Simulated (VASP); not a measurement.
Input of a VASP 6.6.1 run:

File INCAR:

```
SYSTEM = NiO
  ALGO = Normal
  EDIFF = 1E-7
  ENCUT = 520
  GGA = PE
  ISIF = 2
  ISMEAR = -1
  ISPIN = 2
  LASPH = .True.
  LCHARG = .False.
  LMAXMIX = 4
  LORBIT = 11
  LREAL = .False.
  LWAVE = .False.
  MAGMOM = 1 0
  NBANDS = 19
  NELM = 150
  PREC = Accurate
  SIGMA = 0.05
```

Contents of KPOINTS:

```
k-points
0
Gamma
  6 6 6
  0 0 0
```

File POSCAR:

```
NiO
1.0
    0.0000000000      2.0913095100      2.0913095100
    2.0913095100      0.0000000000      2.0913095100
    2.0913095100      2.0913095100      0.0000000000
Ni O
1 1
Direct
    0.0000000000      0.0000000000      0.0000000000
    0.5000000000      0.5000000000      0.5000000000
```

Potentials or basis: VASP PAW PBE potentials, release 64 (Ni, O).

Command:

```bash
$ cat potpaw_PBE.64/Ni/POTCAR potpaw_PBE.64/O/POTCAR > POTCAR
$ mpirun -np 1 vasp_std > vasp.out
```

Problem. Estimate the pressure.

Solution. 3.9 GPa.

Problem. Predict the site moments.

Solution. Ni +1.42; O +0.26 μB.

Caveat: the k points lie up to 0.43 Å⁻¹ apart; a cell with one magnetic atom can't hold antiferromagnetic order, which such compounds often take.
